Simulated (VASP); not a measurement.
# HfN in VASP: notebook, part 2 of 2

VASP 6.6.1.

## (4) Single point, PBE (mode 5 frozen in at -0.039 Å, normal strain along y -0.0233)

The input, INCAR:

```
SYSTEM = HfN
PREC     = Accurate       ! precision mode
ENCUT    = 520            ! plane-wave cutoff, eV
EDIFF    = 1E-6           ! SCF threshold, eV
ISMEAR   = 0              ! smearing method
SIGMA    = 0.15           ! smearing width, eV
LREAL    = .False.        ! projectors in reciprocal space
LASPH    = .True.         ! aspherical terms in the spheres
NELM     = 80             ! most SCF steps
ALGO     = Normal         ! electronic algorithm
ISIF     = 2              ! what is computed and relaxed
LWAVE    = .False.        ! write WAVECAR
LCHARG   = .False.        ! write CHGCAR
GGA      = PE             ! functional
NBANDS   = 14             ! bands
```

The input, KPOINTS:

```
regular mesh
0
Gamma
  16 16 16
  0 0 0
```

The input, POSCAR:

```
HfN
1.0
    0.0000000000      2.2208341742      2.2738140414
    2.2738140414      0.0000000000      2.2738140414
    2.2738140414      2.2208341742      0.0000000000
Hf N
1 1
Direct
    0.0006695498     -0.0006695498      0.0006695498
    0.4914680798      0.5085319202      0.4914680798
```

Potentials or basis: VASP PAW PBE potentials, release 64 (Hf_pv, N).

The run is started by

```bash
$ cat potpaw_PBE.64/Hf_pv/POTCAR potpaw_PBE.64/N/POTCAR > POTCAR
$ mpirun -np 1 vasp_std > vasp.out
```

OUTCAR:

```text
SYSTEM = HfN
   PREC = Accurate
   ENCUT = 520
   EDIFF = 1E-6
   ISMEAR = 0
   LREAL = .False.
   LASPH = .True.
   NELM = 80
   ISIF = 2
   GGA = PE

 ion  position               nearest neighbor table
   1  0.001  0.999  0.001-   2 2.18   2 2.26   2 2.27   2 2.27   2 2.27   2 2.27
   2  0.491  0.509  0.491-   1 2.18   1 2.26   1 2.27   1 2.27   1 2.27   1 2.27

  LATTYP: Found a body centered tetragonal cell.
 ALAT       =     3.2156586557
 C/A-ratio  =     1.3812623863

  Lattice vectors:

 A1 = (   0.0000000000,  -2.2208341742,   2.2738140414)
 A2 = (   0.0000000000,  -2.2208341742,  -2.2738140414)
 A3 = (   2.2738140414,   2.2208341742,   0.0000000000)

Analysis of symmetry for initial positions (statically):
=====================================================================
 Subroutine PRICEL returns:
 Original cell was already a primitive cell.

 Routine SETGRP: Setting up the symmetry group for a
 body centered tetragonal supercell.

 Subroutine GETGRP returns: Found  8 space group operations
 (whereof  8 operations were pure point group operations)
 out of a pool of 16 trial point group operations.

The static configuration has the point symmetry C_4v.

Analysis of symmetry for dynamics (positions and initial velocities):
=====================================================================
 Subroutine PRICEL returns:
 Original cell was already a primitive cell.

 Routine SETGRP: Setting up the symmetry group for a
 body centered tetragonal supercell.

 Subroutine GETGRP returns: Found  8 space group operations
 (whereof  8 operations were pure point group operations)
 out of a pool of 16 trial point group operations.

The dynamic configuration has the point symmetry C_4v.

 Subroutine INISYM returns: Found  8 space group operations
 (whereof  8 operations are pure point group operations),
 and found     1 'primitive' translations

----------------------------------------------------------------------------------------

                                     Primitive cell

  volume of cell :      22.9644

  direct lattice vectors                    reciprocal lattice vectors
     0.000000000  2.220834174  2.273814041    -0.219894851  0.225140628  0.219894851
     2.273814041  0.000000000  2.273814041     0.219894851 -0.225140628  0.219894851
     2.273814041  2.220834174  0.000000000     0.219894851  0.225140628 -0.219894851

  length of vectors
     3.178417015  3.215658656  3.178417015     0.383921598  0.383921598  0.383921598

  position of ions in fractional coordinates (direct lattice)
     0.000669550  0.999330450  0.000669550
     0.491468080  0.508531920  0.491468080

  ion indices of the primitive-cell ions
   primitive index   ion index
                 1           1
                 2           2

----------------------------------------------------------------------------------------

 KPOINTS: regular mesh

Automatic generation of k-mesh.
 Grid dimensions read from file:
 generate k-points for:   16   16   16

 Generating k-lattice:

  Cartesian coordinates                     Fractional coordinates (reciprocal lattice)
    -0.013743428  0.014071289  0.013743428     0.062500000  0.000000000  0.000000000
     0.013743428 -0.014071289  0.013743428    -0.000000000  0.062500000 -0.000000000
     0.013743428  0.014071289 -0.013743428     0.000000000  0.000000000  0.062500000

  Length of vectors
     0.023995100  0.023995100  0.023995100

  Shift w.r.t. Gamma in fractional coordinates (k-lattice)
     0.000000000  0.000000000  0.000000000

 Subroutine IBZKPT returns following result:
 ===========================================

 Found    349 irreducible k-points:

 Following reciprocal coordinates:
            Coordinates               Weight
  0.000000  0.000000  0.000000      1.000000
  0.062500  0.000000  0.000000      8.000000
  0.125000  0.000000  0.000000      8.000000
  0.187500  0.000000  0.000000      8.000000
  0.250000  0.000000  0.000000      8.000000
  0.312500  0.000000  0.000000      8.000000
[... 16 lines left out ...]
 -0.125000  0.062500 -0.000000     16.000000
 -0.062500  0.062500  0.000000      8.000000
 [... further k-points ...]
   k-points           NKPTS =    349   k-points in BZ     NKDIM =    349   number of bands    NBANDS=     14
   number of dos      NEDOS =    301   number of ions     NIONS =      2
   total plane-waves  NPLWV =  13824
   dimension x,y,z NGX =    24 NGY =   24 NGZ =   24
   dimension x,y,z NGXF=    48 NGYF=   48 NGZF=   48
   ions per type =               1   1
   NGX,Y,Z   is equivalent  to a cutoff of  12.55, 12.41, 12.55 a.u.
   NGXF,Y,Z  is equivalent  to a cutoff of  25.11, 24.82, 25.11 a.u.
 SYSTEM =  HfN
   PREC   = accura    normal or accurate (medium, high low for compatibility)
   ISTART =      0    job   : 0-new  1-cont  2-samecut
   ICHARG =      2    charge: 1-file 2-atom 10-const
   ISPIN  =      1    spin polarized calculation?
   LNONCOLLINEAR =      F non collinear calculations
   LSORBIT =      F    spin-orbit coupling
   LASPH  =      T    aspherical Exc in radial PAW
   ENCUT  =  520.0 eV  38.22 Ry    6.18 a.u.   5.91  5.98  5.91*2*pi/ulx,y,z
   NELM   =     80;   NELMIN=  2; NELMDL= -5     # of ELM steps
   EDIFF  = 0.1E-05   stopping-criterion for ELM
   LREAL  =      F    real-space projection
   EDIFFG = 0.1E-04   stopping-criterion for IOM
   NSW    =      0    number of steps for IOM
   IBRION =     -1    ionic relax: 0-MD 1-quasi-New 2-CG
   NFREE  =      0    steps in history (QN), initial steepest desc. (CG)
   ISIF   =      2    stress and relaxation
   ISYM   =      2    0-nonsym 1-usesym 2-fastsym
   POTIM  = 0.5000    time-step for ionic-motion
   TEBEG  =    0.0;   TEEND  =   0.0 temperature during run
   PSTRESS=    0.0 pullay stress
   NELECT =      15.0000    total number of electrons
   NUPDOWN=      -1.0000    fix difference up-down
   EMIN   =  10.00;   EMAX   =-10.00  energy-range for DOS
   EFERMI =   0.00;   METHOD = LEGACY
   ISMEAR =     0;   SIGMA  =   0.15  broadening in eV -4-tet -1-fermi 0-gaus
   EFERMI_NEDOS =   21; number of points for ismear=-14 and -15
   IALGO  =     38    algorithm
   IMIX   =      4    mixing-type and parameters
     AMIX     =   0.40;   BMIX     =  1.00
     AMIX_MAG =   1.60;   BMIX_MAG =  1.00
  volume/ion in A,a.u.               =      11.48        77.49
  Fermi-wavevector in a.u.,A,eV,Ry     =   1.420430  2.684224 27.451415  2.017622
  Thomas-Fermi vector in A             =   2.541346
   LORBIT       =      0    0 simple, 1 ext, 2 COOP (PROOUT), +10 PAW based schemes
   GGA     = PE    functional components
   LHFCALC =     F    Hartree Fock is set to
   AEXX    =    0.0000 exact exchange contribution
   IVDW    =     0    specifies the selected vdW correction
   LEPSILON=     F    determine dielectric tensor
   LRPA    =     F    only Hartree local field effects (RPA)
 non-spin polarized calculation
 Gauss-broadening in eV      SIGMA  =   0.15
  energy-cutoff  :      520.00
  volume of cell :       22.96
 maximum number of plane-waves:       632
   NGX = 11   NGY = 11   NGZ = 11

 number of electron      14.9999999 magnetization

 Free energy of the ion-electron system (eV)
  ---------------------------------------------------
  ext. energy  EPLUGINS =         0.00000000
  ---------------------------------------------------
  free energy    TOTEN  =       -21.73129776 eV

  energy without entropy =      -21.72473456  energy(sigma->0) =      -21.72801616

 E-fermi :   8.4349     XC(G=0): -12.7514

 val. band max:        8.4346774302   @ k =  -0.3750   0.3750   0.1250
 cond. band min:       8.4516193941   @ k =   0.3750   0.1250   0.0000
 fundamental gap:      0.0169419639
 Fermi energy:         8.4349233743

 k-point     1 :       0.0000    0.0000    0.0000
  band No.  band energies     occupation
      1     -22.7194      2.00000
      2     -22.7194      2.00000
      3     -22.6971      2.00000
      4      -9.1159      2.00000
      5       5.3174      2.00000
      6       5.3174      2.00000
      7       5.4438      2.00000
      8       8.0233      1.99990
      9       8.0233      1.99990
     10       8.2524      1.91474
     11       9.9507      0.00000
     12      10.2243      0.00000
     13      10.9292      0.00000
     14      17.9971      0.00000
[... 375 lines left out ...]
 k-point    24 :      -0.0625    0.0625    0.0000
  band No.  band energies     occupation
      1     -22.8099      2.00000
      2     -22.7434      2.00000
      3     -22.7083      2.00000
      4      -8.8726      2.00000
      5       4.3386      2.00000
      6       4.7478      2.00000
      7       4.9676      2.00000
      8       8.1975      1.97483
      9       8.4089      1.19407
     10       8.6307      0.06486
     11      10.2250      0.00000
     12      11.1254      0.00000
     13      11.9405      0.00000
     14      18.8072      0.00000

 [... further k-points ...]
[... 5 lines left out ...]
  --------------------------------------------------------------------------------------
  -------------------------------------------------------------------------------------
  Total        0.0527782      1.9533294      0.0527782      0.0000000      0.0000000      0.0000000
  in kB        3.6822130    136.2793525      3.6822130      0.0000000      0.0000000      0.0000000
  external PRESSURE =      47.8812595 kB  Pullay stress =       0.0000000 kB

 VOLUME and BASIS-vectors are now :
 -----------------------------------------------------------------------------
  energy-cutoff  :      520.00
  volume of cell :       22.96
      direct lattice vectors                 reciprocal lattice vectors
     0.000000000  2.220834174  2.273814041    -0.219894851  0.225140628  0.219894851
     2.273814041  0.000000000  2.273814041     0.219894851 -0.225140628  0.219894851
     2.273814041  2.220834174  0.000000000     0.219894851  0.225140628 -0.219894851

 POSITION                                       TOTAL-FORCE (eV/Angst)
 -----------------------------------------------------------------------------------
      2.27381      0.00297      2.27381         0.000000     -0.583166      0.000000
      2.27381      2.18294      2.27381         0.000000      0.583166      0.000000
 -----------------------------------------------------------------------------------
    total drift:                                0.000000     -0.000030      0.000000

  FREE ENERGIE OF THE ION-ELECTRON SYSTEM (eV)
  ---------------------------------------------------
  free  energy   TOTEN  =       -21.7312977618 eV

  energy  without entropy=      -21.7247345647  energy(sigma->0) =      -21.72801616
```

It took 48 s on 1 thread of Intel Xeon Platinum 8488C (Sapphire Rapids), shared host; peak memory 0.23 GiB.

What came out:

| Quantity | Value |
| --- | --- |
| Free energy | -21.7313 eV |
| Pressure | 4.8 GPa |
| Largest force | 0.583 eV/Å |

Forces in eV/Å, atoms in the order of the input:
```
Hf   0.000 -0.583  0.000
N    0.000  0.583  0.000
```

Caveat: the cell differs from its parent crystal (mode 5 frozen in at -0.039 Å, normal strain along y -0.0233); spin-orbit coupling is left out, which moves the levels of the heavy elements.
